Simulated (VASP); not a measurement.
# Cu (Fm-3m) in VASP: a series of runs

The runs below take Cu through single point, with PBE+D4.

Program: VASP 6.6.1. These are calculated values, not measurements. Logs are shortened: lines on timing, memory, paths and dates and some standing lists are left out, and cuts for length are marked.

## 1. The cell of the first run

The structure is cubic, space group Fm-3m (No. 225). The conventional cell has a = 3.468 Å, b = 3.468 Å, c = 3.468 Å, α = 90.00°, β = 90.00°, γ = 90.00°. Cu (site symmetry m-3m) has 12 Cu at 2.45 Å within 3.2 Å.

## 2. Single point, PBE+D4

INCAR

```
SYSTEM = Cu
PREC     = Accurate       ! precision mode
ENCUT    = 520            ! plane-wave cutoff, eV
EDIFF    = 1E-7           ! SCF threshold, eV
ISMEAR   = 1              ! smearing method
SIGMA    = 0.05           ! smearing width, eV
LREAL    = .FALSE.        ! projectors in reciprocal space
LASPH    = .TRUE.         ! aspherical terms in the spheres
NELM     = 80             ! most SCF steps
ALGO     = Fast           ! electronic algorithm
ISIF     = 2              ! what is computed and relaxed
LWAVE    = .FALSE.        ! write WAVECAR
LCHARG   = .FALSE.        ! write CHGCAR
GGA      = PE             ! functional
IVDW     = 13             ! dispersion correction
NBANDS   = 12             ! bands
```

KPOINTS

```
regular mesh
0
G
  13 13 13
  0 0 0
```

POSCAR

```
Cu
1.0
    0.0000000000      1.7341952517      1.7341952517
    1.7341952517      0.0000000000      1.7341952517
    1.7341952517      1.7341952517      0.0000000000
Cu
1
Direct
    0.0000000000      0.0000000000      0.0000000000
```

Potentials or basis: VASP PAW PBE potentials, release 64 (Cu).

Launch:

```console
> cat potpaw_PBE.64/Cu/POTCAR > POTCAR
> mpirun -np 1 vasp_std > vasp.out
```

OUTCAR:

```text
SYSTEM = Cu
   PREC = Accurate
   ENCUT = 520
   EDIFF = 1E-7
   ISMEAR = 1
   LREAL = .FALSE.
   LASPH = .TRUE.
   NELM = 80
   ISIF = 2
   GGA = PE
   IVDW = 13

 ion  position               nearest neighbor table
   1  0.000  0.000  0.000-

  LATTYP: Found a face centered cubic cell.
 ALAT       =     3.4683905034

  Lattice vectors:

 A1 = (   0.0000000000,   1.7341952517,   1.7341952517)
 A2 = (   1.7341952517,   0.0000000000,   1.7341952517)
 A3 = (   1.7341952517,   1.7341952517,   0.0000000000)

Analysis of symmetry for initial positions (statically):
=====================================================================
 Subroutine PRICEL returns:
 Original cell was already a primitive cell.

 Routine SETGRP: Setting up the symmetry group for a
 face centered cubic supercell.

 Subroutine GETGRP returns: Found 48 space group operations
[... 9 lines left out ...]

 Routine SETGRP: Setting up the symmetry group for a
 face centered cubic supercell.

 Subroutine GETGRP returns: Found 48 space group operations
[... 11 lines left out ...]
                                     Primitive cell

  volume of cell :      10.4310

  direct lattice vectors                    reciprocal lattice vectors
     0.000000000  1.734195252  1.734195252    -0.288318169  0.288318169  0.288318169
     1.734195252  0.000000000  1.734195252     0.288318169 -0.288318169  0.288318169
     1.734195252  1.734195252  0.000000000     0.288318169  0.288318169 -0.288318169

  length of vectors
     2.452522445  2.452522445  2.452522445     0.499381718  0.499381718  0.499381718

  position of ions in fractional coordinates (direct lattice)
     0.000000000  0.000000000  0.000000000

  ion indices of the primitive-cell ions
   primitive index   ion index
                 1           1

----------------------------------------------------------------------------------------

 KPOINTS: regular mesh

Automatic generation of k-mesh.
 Grid dimensions read from file:
 generate k-points for:   13   13   13

 Generating k-lattice:

  Cartesian coordinates                     Fractional coordinates (reciprocal lattice)
    -0.022178321  0.022178321  0.022178321     0.076923077  0.000000000  0.000000000
     0.022178321 -0.022178321  0.022178321     0.000000000  0.076923077  0.000000000
     0.022178321  0.022178321 -0.022178321     0.000000000  0.000000000  0.076923077

  Length of vectors
     0.038413978  0.038413978  0.038413978

  Shift w.r.t. Gamma in fractional coordinates (k-lattice)
     0.000000000  0.000000000  0.000000000

 Subroutine IBZKPT returns following result:
 ===========================================

 Found     84 irreducible k-points:

 Following reciprocal coordinates:
            Coordinates               Weight
  0.000000  0.000000  0.000000      1.000000
  0.076923  0.000000  0.000000      8.000000
  0.153846  0.000000  0.000000      8.000000
  0.230769  0.000000  0.000000      8.000000
  0.307692  0.000000  0.000000      8.000000
  0.384615  0.000000  0.000000      8.000000
[... 16 lines left out ...]
  0.384615  0.153846  0.000000     24.000000
  0.461538  0.153846  0.000000     24.000000
 [... further k-points ...]
   k-points           NKPTS =     84   k-points in BZ     NKDIM =     84   number of bands    NBANDS=     12
   number of dos      NEDOS =    301   number of ions     NIONS =      1
   total plane-waves  NPLWV =   5832
   dimension x,y,z NGX =    18 NGY =   18 NGZ =   18
   dimension x,y,z NGXF=    36 NGYF=   36 NGZF=   36
   ions per type =               1
   NGX,Y,Z   is equivalent  to a cutoff of  12.20, 12.20, 12.20 a.u.
   NGXF,Y,Z  is equivalent  to a cutoff of  24.40, 24.40, 24.40 a.u.
 SYSTEM =  Cu
   PREC   = accura    normal or accurate (medium, high low for compatibility)
   ISTART =      0    job   : 0-new  1-cont  2-samecut
   ICHARG =      2    charge: 1-file 2-atom 10-const
   ISPIN  =      1    spin polarized calculation?
   LNONCOLLINEAR =      F non collinear calculations
   LSORBIT =      F    spin-orbit coupling
   LASPH  =      T    aspherical Exc in radial PAW
   ENCUT  =  520.0 eV  38.22 Ry    6.18 a.u.   4.56  4.56  4.56*2*pi/ulx,y,z
   NELM   =     80;   NELMIN=  2; NELMDL= -5     # of ELM steps
   EDIFF  = 0.1E-06   stopping-criterion for ELM
   LREAL  =      F    real-space projection
   EDIFFG = 0.1E-05   stopping-criterion for IOM
   NSW    =      0    number of steps for IOM
   IBRION =     -1    ionic relax: 0-MD 1-quasi-New 2-CG
   NFREE  =      0    steps in history (QN), initial steepest desc. (CG)
   ISIF   =      2    stress and relaxation
   ISYM   =      2    0-nonsym 1-usesym 2-fastsym
   POTIM  = 0.5000    time-step for ionic-motion
   TEBEG  =    0.0;   TEEND  =   0.0 temperature during run
   PSTRESS=    0.0 pullay stress
   NELECT =      11.0000    total number of electrons
   NUPDOWN=      -1.0000    fix difference up-down
   EMIN   =  10.00;   EMAX   =-10.00  energy-range for DOS
   EFERMI =   0.00;   METHOD = LEGACY
   ISMEAR =     1;   SIGMA  =   0.05  broadening in eV -4-tet -1-fermi 0-gaus
   EFERMI_NEDOS =   21; number of points for ismear=-14 and -15
   IALGO  =     68    algorithm
   IMIX   =      4    mixing-type and parameters
     AMIX     =   0.40;   BMIX     =  1.00
     AMIX_MAG =   1.60;   BMIX_MAG =  1.00
  volume/ion in A,a.u.               =      10.43        70.39
  Fermi-wavevector in a.u.,A,eV,Ry     =   1.666343  3.148932 37.779283  2.776699
  Thomas-Fermi vector in A             =   2.752556
   LORBIT       =      0    0 simple, 1 ext, 2 COOP (PROOUT), +10 PAW based schemes
   GGA     = PE    functional components
   LHFCALC =     F    Hartree Fock is set to
   AEXX    =    0.0000 exact exchange contribution
   IVDW    =    13    specifies the selected vdW correction
   LEPSILON=     F    determine dielectric tensor
   LRPA    =     F    only Hartree local field effects (RPA)
 non-spin polarized calculation
 RMM-DIIS sequential band-by-band and
 Methfessel and Paxton  Order N= 1 SIGMA  =   0.05
  energy-cutoff  :      520.00
  volume of cell :       10.43
 maximum number of plane-waves:       296
   NGX =  9   NGY =  9   NGZ =  9

 number of electron      10.9999990 magnetization

 Free energy of the ion-electron system (eV)
  ---------------------------------------------------
  ext. energy  EPLUGINS =         0.00000000
  ---------------------------------------------------
  free energy    TOTEN  =        -3.61042198 eV

  energy without entropy =       -3.61019121  energy(sigma->0) =       -3.61034505

 E-fermi :   9.4779     XC(G=0): -13.4637

 val. band max:        9.4701686976   @ k =   0.4615   0.3077   0.0000
 cond. band min:       9.4880712039   @ k =  -0.3846   0.1538   0.0000
 fundamental gap:      0.0179025063
 Fermi energy:         9.4779398815

 k-point     1 :       0.0000    0.0000    0.0000
  band No.  band energies     occupation
      1      -1.1090      2.00000
      2       5.7897      2.00000
      3       5.7897      2.00000
      4       5.7897      2.00000
      5       6.7861      2.00000
      6       6.7861      2.00000
      7      32.8081      0.00000
      8      36.4440      0.00000
      9      36.4440      0.00000
     10      36.4440      0.00000
     11      39.1117      0.00000
     12      39.1117      0.00000

 k-point     2 :       0.0769    0.0000    0.0000
  band No.  band energies     occupation
      1      -0.8736      2.00000
      2       5.7339      2.00000
      3       5.8375      2.00000
      4       5.8375      2.00000
      5       6.7671      2.00000
      6       6.7671      2.00000
      7      31.6785      0.00000
      8      34.2955      0.00000
      9      35.8320      0.00000
     10      35.8320      0.00000
     11      40.0091      0.00000
     12      40.0092      0.00000

 k-point     3 :       0.1538    0.0000    0.0000
  band No.  band energies     occupation
      1      -0.1856      2.00000
      2       5.5972      2.00000
      3       5.9408      2.00000
      4       5.9408      2.00000
      5       6.7481      2.00000
      6       6.7481      2.00000
      7      27.8820      0.00000
      8      33.5682      0.00000
      9      34.9068      0.00000
     10      34.9068      0.00000
     11      40.7863      0.00000
     12      41.2997      0.00000

 k-point     4 :       0.2308    0.0000    0.0000
  band No.  band energies     occupation
      1       0.8831      2.00000
      2       5.4779      2.00000
      3       5.9841      2.00000
      4       5.9841      2.00000
      5       6.8359      2.00000
      6       6.8359      2.00000
      7      23.7634      0.00000
      8      33.0054      0.00000
      9      34.1673      0.00000
     10      34.1673      0.00000
     11      40.3075      0.00000
     12      40.3085      0.00000

 k-point     5 :       0.3077    0.0000    0.0000
  band No.  band energies     occupation
      1       2.1236      2.00000
      2       5.5923      2.00000
      3       5.9166      2.00000
      4       5.9166      2.00000
      5       7.0592      2.00000
      6       7.0592      2.00000
      7      19.9001      0.00000
      8      32.2906      0.00000
      9      33.6727      0.00000
     10      33.6727      0.00000
     11      38.4869      0.00000
     12      38.4870      0.00000
[... 228 lines left out ...]
      1       0.9002      2.00000
      2       5.2265      2.00000
      3       6.1200      2.00000
      4       6.2450      2.00000
      5       6.5132      2.00000
      6       7.0135      2.00000
      7      27.0810      0.00000
      8      29.9166      0.00000
      9      30.9391      0.00000
     10      32.9888      0.00000
     11      36.8647      0.00000
     12      43.7148      0.00000

 k-point    22 :       0.3077    0.1538    0.0000
  band No.  band energies     occupation
      1       1.9864      2.00000
      2       5.0979      2.00000
      3       5.9080      2.00000
      4       6.2763      2.00000
      5       6.9573      2.00000
      6       7.1829      2.00000
      7      23.0412      0.00000
      8      29.1060      0.00000
      9      30.0151      0.00000
     10      32.3781      0.00000
     11      38.2804      0.00000
     12      42.8934      0.00000

 k-point    23 :       0.3846    0.1538    0.0000
  band No.  band energies     occupation
      1       3.0825      2.00000
      2       5.1431      2.00000
      3       5.7218      2.00000
      4       6.2088      2.00000
      5       7.3808      2.00000
      6       7.6950      2.00000
      7      19.2839      0.00000
      8      28.7117      0.00000
      9      28.7806      0.00000
     10      31.5784      0.00000
     11      41.1919      0.00000
     12      42.1994      0.00000

 k-point    24 :       0.4615    0.1538    0.0000
  band No.  band energies     occupation
      1       3.7082      2.00000
      2       5.3282      2.00000
      3       5.7857      2.00000
      4       6.1170      2.00000
      5       7.4930      2.00000
      6       8.8845      2.00000
      7      16.0069      0.00000
      8      27.3515      0.00000
      9      28.9838      0.00000
     10      31.2463      0.00000
     11      41.5479      0.00000
     12      41.6427      0.00000

 [... further k-points ...]

------------------------ aborting loop because EDIFF is reached ----------------------------------------

  DFT-D4 for vdW energy calculation

  Edisp (eV):   -0.62819

  FORCE on cell =-STRESS in cart. coord.  units (eV):
  Direction    XX          YY          ZZ          XY          YZ          ZX
  --------------------------------------------------------------------------------------
  -------------------------------------------------------------------------------------
  Total       1.22518     1.22518     1.22518     0.00000     0.00000     0.00000
  in kB     188.18531   188.18531   188.18531     0.00000     0.00000     0.00000
  external pressure =      188.19 kB  Pullay stress =        0.00 kB

 VOLUME and BASIS-vectors are now :
 -----------------------------------------------------------------------------
  energy-cutoff  :      520.00
  volume of cell :       10.43
      direct lattice vectors                 reciprocal lattice vectors
     0.000000000  1.734195252  1.734195252    -0.288318169  0.288318169  0.288318169
     1.734195252  0.000000000  1.734195252     0.288318169 -0.288318169  0.288318169
     1.734195252  1.734195252  0.000000000     0.288318169  0.288318169 -0.288318169

 POSITION                                       TOTAL-FORCE (eV/Angst)
 -----------------------------------------------------------------------------------
      0.00000      0.00000      0.00000         0.000000      0.000000      0.000000
 -----------------------------------------------------------------------------------
    total drift:                                0.000000     -0.000000     -0.000000

  FREE ENERGIE OF THE ION-ELECTRON SYSTEM (eV)
  ---------------------------------------------------
  free  energy   TOTEN  =        -4.2386090022 eV

  energy  without entropy=       -4.2383782336  energy(sigma->0) =       -4.23853208
```

Run time: 6.1 s. Hardware: 1 thread of Intel Xeon 6975P-C (Granite Rapids), shared host; peak memory 0.12 GiB.

Results:

- Free energy: -4.2386 eV
- Pressure: 18.8 GPa
- Dispersion energy per atom: -0.628 eV

Levels at points of the mesh, in eV from the Fermi level:
```
           k point  band 4  band 5  band 6  band 7  band 8  band 9
(0.00, 0.00, 0.00)   -3.69   -2.69   -2.69   23.33   26.97   26.97
```

Caveat: pairwise dispersion overbinds metals, which lowers pressure and volume.

## 3. Single point, PBE+D4

This run uses another cell than the first one, of 10.65 Å³/atom, 1.021 times its volume.

INCAR

```
PREC     = Accurate       # precision mode
ENCUT    = 520            # plane-wave cutoff, eV
EDIFF    = 1E-6           # SCF threshold, eV
ISMEAR   = 1              # smearing method
SIGMA    = 0.05           # smearing width, eV
LREAL    = F              # projectors in reciprocal space
LASPH    = T              # aspherical terms in the spheres
NELM     = 80             # most SCF steps
ALGO     = Normal         # electronic algorithm
ISIF     = 2              # what is computed and relaxed
LWAVE    = F              # write WAVECAR
LCHARG   = F              # write CHGCAR
GGA      = PE             # functional
IVDW     = 13             # dispersion correction
NBANDS   = 12             # bands
```

KPOINTS

```
regular mesh
0
Gamma
  13 13 13
```

POSCAR

```
Cu
1.0
    0.0000000000      1.7461555969      1.7461555969
    1.7461555969      0.0000000000      1.7461555969
    1.7461555969      1.7461555969      0.0000000000
Cu
1
Direct
    0.0000000000      0.0000000000      0.0000000000
```

Potentials or basis: VASP PAW PBE potentials, release 64 (Cu).

Launch:

```console
> cat potpaw_PBE.64/Cu/POTCAR > POTCAR
> mpirun -np 1 vasp_std > vasp.out
```

Run time: 4.7 s. Hardware: 1 thread of Intel Xeon 6975P-C (Granite Rapids), shared host; peak memory 0.12 GiB.

Results (log left out):

```yaml
Free_energy: -4.2609 eV
Pressure: 13.9 GPa
Dispersion_energy_per_atom: -0.617 eV
```

Levels at points of the mesh, in eV from the Fermi level:
| k point | band 4 | band 5 | band 6 | band 7 | band 8 | band 9 |
| --- | --- | --- | --- | --- | --- | --- |
| (0.00, 0.00, 0.00) | -3.61 | -2.64 | -2.64 | 23.18 | 26.64 | 26.64 |

Caveat: pairwise dispersion overbinds metals, which lowers pressure and volume.
